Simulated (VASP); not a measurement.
Here is a VASP 6.6.1 calculation.

Contents of INCAR:

```
PREC = Accurate
ENCUT = 520
EDIFF = 1E-6
ISMEAR = -1
SIGMA = 0.05
LREAL = False
LASPH = True
NELM = 120
ALGO = Normal
ISIF = 2
LWAVE = False
LCHARG = False
GGA = PE
IVDW = 12
NBANDS = 54
GGA_COMPAT = False
```

KPOINTS

```
regular mesh
0
Gamma
  1 1 1
```

File POSCAR:

```
H3C2
1.0
    7.6970020000      0.0000000000      0.0000000000
    0.0000000000      7.6970020000      0.0000000000
    0.0000000000      0.0000000000      7.6970020000
C H
12 18
Direct
    0.0553462244      0.8454850343      0.8029489923
    0.0106664907      0.7601661010      0.6785499081
    0.1890476318      0.4230738150      0.9473818508
    0.0767311740      0.3151356853      0.9315445156
    0.7740676175      0.5453032233      0.0500714434
    0.7249835715      0.5408599348      0.1975444465
    0.4413016912      0.6436791883      0.5576846674
    0.4069116781      0.7638168731      0.4416914534
    0.5825774763      0.0256073728      0.8030529289
    0.4308040975      0.0554371689      0.8750030207
   -0.0886059273      0.0575418845      0.2816551171
    0.0618162760      0.1136286570      0.3399245576
    0.0098220060      0.6610625799      0.5751979797
    0.0472131877      0.9186044125      0.9263606791
    0.0017929059      0.2012341948      0.9126540437
    0.2773547415      0.5231647335      0.9604258905
    0.6609196672      0.5821487379      0.3111990876
    0.8292319529      0.5224761537     -0.0880992366
    0.4136675552      0.5141222518      0.5369882975
    0.5073014142      0.6806026554      0.6781731381
    0.3416395111      0.7518251912      0.3196309420
    0.4321552729      0.9026761329      0.4715862098
    0.6348575718      0.0979862029      0.6836038239
    0.6620759615     -0.0858386161      0.8557487708
    0.3560347262      0.1710795970      0.8260878716
    0.3709366322     -0.0154865492      0.9777573138
   -0.1664933957      0.1033259443      0.1747303690
   -0.1546056504     -0.0463167347      0.3418993525
    0.1428868019      0.2108483277      0.2763803361
    0.1281667849      0.0372482689      0.4246718398
```

Potentials or basis: VASP PAW PBE potentials, release 64 (C, H).

Run with:

```console
$ cat potpaw_PBE.64/C/POTCAR potpaw_PBE.64/H/POTCAR > POTCAR
$ mpirun -np 1 vasp_gam > vasp.out
```

Problem. What does it give for the largest force?

Solution. 4.379 eV/Å.

Problem. Predict the pressure.

Solution. 1.2 GPa.

Problem. Estimate the dispersion energy per atom.

Solution. -0.039 eV.

Forces on the atoms (eV/Å):
```
C   -0.857  0.759  1.307
C    0.554 -1.172 -0.858
C   -1.031 -0.788 -0.134
C    0.484 -0.165 -0.106
C    1.476 -0.812 -4.043
C   -0.505  0.523  0.719
C    0.878  1.318  0.859
C   -0.085  2.234  0.060
C    2.072 -1.130 -0.762
C   -1.191  2.330 -1.153
C   -0.862  0.237 -0.568
C    0.160  1.277 -2.268
H   -0.189  0.885  0.547
H    0.373 -0.513 -0.964
H   -0.485 -0.151 -0.021
H    1.085  1.210  0.173
H   -0.238 -0.123  0.930
H   -0.922  0.571  2.420
H   -0.475 -2.308 -0.270
H   -0.148 -0.131 -0.009
H   -0.334 -0.668 -0.684
H    0.145 -0.497  0.014
H   -0.500 -0.644  1.443
H   -0.257  0.811 -0.655
H    0.233 -0.981  0.391
H   -0.042 -0.516  0.746
H    0.046  0.835 -0.447
H   -0.373 -1.263  0.844
H   -0.339  0.349 -0.098
H    1.328 -1.477  2.584
```

Caveat: the k points lie up to 0.82 Å⁻¹ apart.
